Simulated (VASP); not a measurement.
# BaTe (rocksalt type) (Fm-3m) in VASP: a series of runs, part 2 of 2

VASP 6.6.1.

## 4. Relaxation of cell and atoms, PBE

This run uses another cell than the first one, of 33.37 Å³/atom, 0.757 times its volume.

The input, INCAR:

```
PREC = Accurate
ENCUT = 600
EDIFF = 1E-6
ISMEAR = -1
SIGMA = 0.03
LREAL = False
LASPH = True
NELM = 60
ALGO = Normal
ISIF = 3
LWAVE = False
LCHARG = False
GGA = PE
IBRION = 2
NSW = 100
EDIFFG = -0.005
```

The input, KPOINTS:

```
Automatic mesh
0
Gamma
  9 9 9
```

The input, POSCAR:

```
BaTe
1.0
    0.0000000000      3.2195088072      3.2195088072
    3.2195088072      0.0000000000      3.2195088072
    3.2195088072      3.2195088072      0.0000000000
Ba Te
1 1
Direct
    0.0000000000      0.0000000000      0.0000000000
    0.5000000000      0.5000000000      0.5000000000
```

Potentials or basis: VASP PAW PBE potentials, release 64 (Ba_sv, Te).

On the command line:

```
$ cat potpaw_PBE.64/Ba_sv/POTCAR potpaw_PBE.64/Te/POTCAR > POTCAR
$ mpirun -np 1 vasp_std > vasp.out
```

OUTCAR:

```text
PREC = Accurate
   ENCUT = 600
   EDIFF = 1E-6
   ISMEAR = -1
   LREAL = False
   LASPH = True
   NELM = 60
   ISIF = 3
   GGA = PE
   IBRION = 2
   NSW = 100
   EDIFFG = -0.005

 ion  position               nearest neighbor table
   1  0.000  0.000  0.000-   2 3.22   2 3.22   2 3.22   2 3.22   2 3.22   2 3.22
   2  0.500  0.500  0.500-   1 3.22   1 3.22   1 3.22   1 3.22   1 3.22   1 3.22

  LATTYP: Found a face centered cubic cell.
 ALAT       =     6.4390176144

  Lattice vectors:

 A1 = (   0.0000000000,   3.2195088072,   3.2195088072)
 A2 = (   3.2195088072,   0.0000000000,   3.2195088072)
 A3 = (   3.2195088072,   3.2195088072,   0.0000000000)

Analysis of symmetry for initial positions (statically):
=====================================================================
 Subroutine PRICEL returns:
 Original cell was already a primitive cell.

 Routine SETGRP: Setting up the symmetry group for a
 face centered cubic supercell.

 Subroutine GETGRP returns: Found 48 space group operations
 (whereof 48 operations were pure point group operations)
 out of a pool of 48 trial point group operations.

The static configuration has the point symmetry O_h .

Analysis of symmetry for dynamics (positions and initial velocities):
=====================================================================
 Subroutine PRICEL returns:
 Original cell was already a primitive cell.

 Routine SETGRP: Setting up the symmetry group for a
 face centered cubic supercell.

 Subroutine GETGRP returns: Found 48 space group operations
 (whereof 48 operations were pure point group operations)
 out of a pool of 48 trial point group operations.

The dynamic configuration has the point symmetry O_h .

 Subroutine INISYM returns: Found 48 space group operations
 (whereof 48 operations are pure point group operations),
 and found     1 'primitive' translations

----------------------------------------------------------------------------------------

                                     Primitive cell

  volume of cell :      66.7419

  direct lattice vectors                    reciprocal lattice vectors
     0.000000000  3.219508807  3.219508807    -0.155303194  0.155303194  0.155303194
     3.219508807  0.000000000  3.219508807     0.155303194 -0.155303194  0.155303194
     3.219508807  3.219508807  0.000000000     0.155303194  0.155303194 -0.155303194

  length of vectors
     4.553073019  4.553073019  4.553073019     0.268993022  0.268993022  0.268993022

  position of ions in fractional coordinates (direct lattice)
     0.000000000  0.000000000  0.000000000
     0.500000000  0.500000000  0.500000000

  ion indices of the primitive-cell ions
   primitive index   ion index
                 1           1
                 2           2

----------------------------------------------------------------------------------------

 KPOINTS: Automatic mesh

Automatic generation of k-mesh.
 Grid dimensions read from file:
 generate k-points for:    9    9    9

 Generating k-lattice:

  Cartesian coordinates                     Fractional coordinates (reciprocal lattice)
    -0.017255910  0.017255910  0.017255910     0.111111111  0.000000000  0.000000000
     0.017255910 -0.017255910  0.017255910     0.000000000  0.111111111  0.000000000
     0.017255910  0.017255910 -0.017255910     0.000000000  0.000000000  0.111111111

  Length of vectors
     0.029888114  0.029888114  0.029888114

  Shift w.r.t. Gamma in fractional coordinates (k-lattice)
     0.000000000  0.000000000  0.000000000

 Subroutine IBZKPT returns following result:
 ===========================================

 Found     35 irreducible k-points:

 Following reciprocal coordinates:
            Coordinates               Weight
  0.000000  0.000000  0.000000      1.000000
  0.111111  0.000000  0.000000      8.000000
  0.222222  0.000000  0.000000      8.000000
  0.333333  0.000000  0.000000      8.000000
  0.444444  0.000000  0.000000      8.000000
  0.111111  0.111111  0.000000      6.000000
[... 16 lines left out ...]
 -0.333333  0.333333  0.000000     12.000000
  0.444444  0.444444  0.000000      6.000000
 [... further k-points ...]
   k-points           NKPTS =     35   k-points in BZ     NKDIM =     35   number of bands    NBANDS=     12
   number of dos      NEDOS =    301   number of ions     NIONS =      2
   total plane-waves  NPLWV =  46656
   dimension x,y,z NGX =    36 NGY =   36 NGZ =   36
   dimension x,y,z NGXF=    72 NGYF=   72 NGZF=   72
   ions per type =               1   1
   NGX,Y,Z   is equivalent  to a cutoff of  13.14, 13.14, 13.14 a.u.
   NGXF,Y,Z  is equivalent  to a cutoff of  26.29, 26.29, 26.29 a.u.
 SYSTEM =  unknown system
   PREC   = accura    normal or accurate (medium, high low for compatibility)
   ISTART =      0    job   : 0-new  1-cont  2-samecut
   ICHARG =      2    charge: 1-file 2-atom 10-const
   ISPIN  =      1    spin polarized calculation?
   LNONCOLLINEAR =      F non collinear calculations
   LSORBIT =      F    spin-orbit coupling
   LASPH  =      T    aspherical Exc in radial PAW
   ENCUT  =  600.0 eV  44.10 Ry    6.64 a.u.   9.09  9.09  9.09*2*pi/ulx,y,z
   NELM   =     60;   NELMIN=  2; NELMDL= -5     # of ELM steps
   EDIFF  = 0.1E-05   stopping-criterion for ELM
   LREAL  =      F    real-space projection
   EDIFFG = -.5E-02   stopping-criterion for IOM
   NSW    =    100    number of steps for IOM
   IBRION =      2    ionic relax: 0-MD 1-quasi-New 2-CG
   NFREE  =      1    steps in history (QN), initial steepest desc. (CG)
   ISIF   =      3    stress and relaxation
   ISYM   =      2    0-nonsym 1-usesym 2-fastsym
   POTIM  = 0.5000    time-step for ionic-motion
   TEBEG  =    0.0;   TEEND  =   0.0 temperature during run
   PSTRESS=    0.0 pullay stress
   NELECT =      16.0000    total number of electrons
   NUPDOWN=      -1.0000    fix difference up-down
   EMIN   =  10.00;   EMAX   =-10.00  energy-range for DOS
   EFERMI =   0.00;   METHOD = LEGACY
   ISMEAR =    -1;   SIGMA  =   0.03  broadening in eV -4-tet -1-fermi 0-gaus
   EFERMI_NEDOS =   21; number of points for ismear=-14 and -15
   IALGO  =     38    algorithm
   IMIX   =      4    mixing-type and parameters
     AMIX     =   0.40;   BMIX     =  1.00
     AMIX_MAG =   1.60;   BMIX_MAG =  1.00
  volume/ion in A,a.u.               =      33.37       225.20
  Fermi-wavevector in a.u.,A,eV,Ry     =   1.016987  1.921826 14.071984  1.034262
  Thomas-Fermi vector in A             =   2.150362
   LORBIT       =      0    0 simple, 1 ext, 2 COOP (PROOUT), +10 PAW based schemes
   GGA     = PE    functional components
   LHFCALC =     F    Hartree Fock is set to
   AEXX    =    0.0000 exact exchange contribution
   IVDW    =     0    specifies the selected vdW correction
   LEPSILON=     F    determine dielectric tensor
   LRPA    =     F    only Hartree local field effects (RPA)
 conjugate gradient relaxation of ions
 non-spin polarized calculation
  energy-cutoff  :      600.00
  volume of cell :       66.74
 maximum number of plane-waves:      2242
   NGX = 19   NGY = 19   NGZ = 19

--------------------------------------- Ionic step        1  -------------------------------------------

 number of electron      16.0000000 magnetization

 Free energy of the ion-electron system (eV)
  ---------------------------------------------------
  ext. energy  EPLUGINS =         0.00000000
  ---------------------------------------------------
  free energy    TOTEN  =        -7.80281869 eV

  energy without entropy =       -7.80281867  energy(sigma->0) =       -7.80281868

 E-fermi :   4.5245     XC(G=0):  -9.3014

 val. band max:        4.1300205957   @ k =   0.0000   0.0000   0.0000
 cond. band min:       4.9389262440   @ k =   0.4444   0.4444   0.0000
 fundamental gap:      0.8089056483
 Fermi energy:         4.5244522838

 k-point     1 :       0.0000    0.0000    0.0000
  band No.  band energies     occupation
      1     -22.3913      2.00000
      2      -7.6042      2.00000
      3      -7.6042      2.00000
      4      -7.6042      2.00000
      5      -6.0756      2.00000
      6       4.1300      2.00000
      7       4.1300      2.00000
      8       4.1300      2.00000
      9       6.7415      0.00000
     10       6.7415      0.00000
     11       6.7415      0.00000
     12       7.6719      0.00000
[... 486 lines left out ...]
  energy  without entropy=       -8.6289173021  energy(sigma->0) =       -8.62891730

--------------------------------------- Ionic step        5  -------------------------------------------

 number of electron      16.0000000 magnetization

 Free energy of the ion-electron system (eV)
  ---------------------------------------------------
  ext. energy  EPLUGINS =         0.00000000
  ---------------------------------------------------
  free energy    TOTEN  =        -8.62892546 eV

  energy without entropy =       -8.62892546  energy(sigma->0) =       -8.62892546

 E-fermi :   2.6623     XC(G=0):  -8.0960

 val. band max:        2.0440653027   @ k =   0.0000   0.0000   0.0000
 cond. band min:       3.6705625411   @ k =   0.4444   0.4444   0.0000
 fundamental gap:      1.6264972384
 Fermi energy:         2.6622981617

 k-point     1 :       0.0000    0.0000    0.0000
  band No.  band energies     occupation
      1     -25.0760      2.00000
      2     -10.2177      2.00000
      3     -10.2177      2.00000
      4     -10.2177      2.00000
      5      -7.4156      2.00000
      6       2.0441      2.00000
      7       2.0441      2.00000
      8       2.0441      2.00000
      9       4.8102      0.00000
     10       4.9908      0.00000
     11       4.9908      0.00000
     12       4.9908      0.00000
[... 374 lines left out ...]
  FREE ENERGIE OF THE ION-ELECTRON SYSTEM (eV)
  ---------------------------------------------------
  free  energy   TOTEN  =        -8.6289254565 eV

  energy  without entropy=       -8.6289254565  energy(sigma->0) =       -8.62892546

 reached required accuracy - stopping structural energy minimisation
```

CONTCAR:

```text
BaTe
   1.00000000000000
    -0.0000000000000000    3.5442730225667347    3.5442730225667347
     3.5442730225667347    0.0000000000000000    3.5442730225667347
     3.5442730225667347    3.5442730225667347    0.0000000000000000
  Ba              Te
     1     1
Direct
     0.0000000000000000    0.0000000000000000    1.0000000000000000
     0.5000000000000000    0.5000000000000000    0.5000000000000000

  0.00000000E+00  0.00000000E+00  0.00000000E+00
  0.00000000E+00  0.00000000E+00  0.00000000E+00
```

Run time: 1.8 min. Hardware: 1 thread of Intel Xeon Platinum 8375C at 2.90GHz (Ice Lake), shared host; peak memory 0.23 GiB.

What came out:

```yaml
Free_energy: -8.6289 eV
Relaxed_volume: 44.52 Å³/atom
Relaxed_cell: a = 5.012 Å, b = 5.012 Å, c = 5.012 Å, α = 60.00°, β = 60.00°, γ = 60.00°
Space_group_after_relaxing_to_0.05_Å: Fm-3m (No. 225)
Energy_gained_by_relaxing: 413.1 meV/atom
Ionic_steps: 5
Pressure_after_relaxing: 0.0 GPa
Band_gap_on_the_k_mesh: 1.63 eV, indirect (least direct gap 2.01 eV)
```

Step by step:
```
step  energy change (eV)  largest force (eV/Å)  pressure (GPa)  volume (Å³)
   1              0.0000                0.0000           15.34        66.74
   2             -0.6847                0.0000           -2.93       102.61
   3             -0.8259                0.0000            0.13        88.65
   4             -0.8261                0.0000           -0.03        89.16
   5             -0.8261                0.0000            0.01        89.05
```

Final structure:
```xyz
2
Lattice="0.0000 3.5443 3.5443 3.5443 0.0000 3.5443 3.5443 3.5443 0.0000" Properties=species:S:1:pos:R:3 pbc="T T T"
Ba    3.5443    3.5443    0.0000
Te    3.5443    3.5443    3.5443
```

Levels at points of the mesh, in eV from the valence-band top:
```
           k point  band 5  band 6  band 7  band 8  band 9  band 10  band 11  band 12
(0.00, 0.00, 0.00)   -9.46    0.00    0.00    0.00    2.77     2.95     2.95     2.95
```

Caveat: the volume moved by over 15 % at a fixed basis, so the end points are rough; spin-orbit coupling is left out, which moves the levels of the heavy elements. A k mesh can miss the band edges.
